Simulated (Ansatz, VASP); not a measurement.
## One calculation of Ge, two programs

Contents of INCAR:

```
SYSTEM = Ge
PREC = Accurate
ENCUT = 520
EDIFF = 1E-6
ISMEAR = 0
SIGMA = 0.15
LREAL = .False.
LASPH = .True.
NELM = 80
ALGO = Normal
ISIF = 2
LWAVE = .False.
LCHARG = .False.
GGA = PS
NBANDS = 21
```

Contents of KPOINTS:

```
Automatic mesh
0
Gamma
  20 20 20
  0 0 0
```

The input POSCAR:

```
Ge
1.0
   -2.7032142050      2.7032142050      1.3275420110
    2.7032142050     -2.7032142050      1.3275420110
    2.7032142050      2.7032142050     -1.3275420110
Ge
2
Direct
    0.2500000000      0.7500000000      0.5000000000
    0.5000000000      0.5000000000      0.0000000000
```

Input for Ansatz:

```yaml
crystal:
  lattice:
    - [-2.703214205, 2.703214205, 1.327542011]
    - [2.703214205, -2.703214205, 1.327542011]
    - [2.703214205, 2.703214205, -1.327542011]
  atoms:
    - { symbol: Ge, position: [0.25, 0.75, 0.5] }
    - { symbol: Ge, position: [0.5, 0.5, 0.0] }
basis:
  ecutwfc: 420
kpoints:
  mp_grid: { grid: [20, 20, 20] }
hamiltonian:
  xc: pbesol
scf:
  occupations: { method: gaussian, width: 0.15 }
output:
  forces: true
  stress: true
  eigenvalues: true
```

Change from the starting cell: strain +0.050 along x and y, -0.050 along z, atoms carried along.

Alike in both runs: task single point; functional PBEsol; k mesh 20 × 20 × 20; occupations gaussian, width 0.15 eV; no spin polarisation.

```csv
,VASP,Ansatz
version,VASP 6.6.1,Ansatz 0.2.0
potentials or method,"VASP PAW PBE potentials, release 64 (Ge_d), cutoff 520 eV","scalar-relativistic, plane waves, PAW"
valence electrons in the cell,28,28
```

Ansatz gave:

| Item | Value |
| --- | --- |
| gap on the k mesh at the Fermi level (eV) | none |
| pressure (GPa) | -2.9 |
| traceless stress, the component that is largest in VASP (GPa) | 5.88 |

Which values does VASP return?

gap on the k mesh at the Fermi level (eV): none; pressure (GPa): -3.0; traceless stress, the component that is largest in VASP (GPa): 5.86.

VASP's potentials were made for PBE, not for PBEsol. A gap of «none» marks a metal or a gap that the smearing closes.
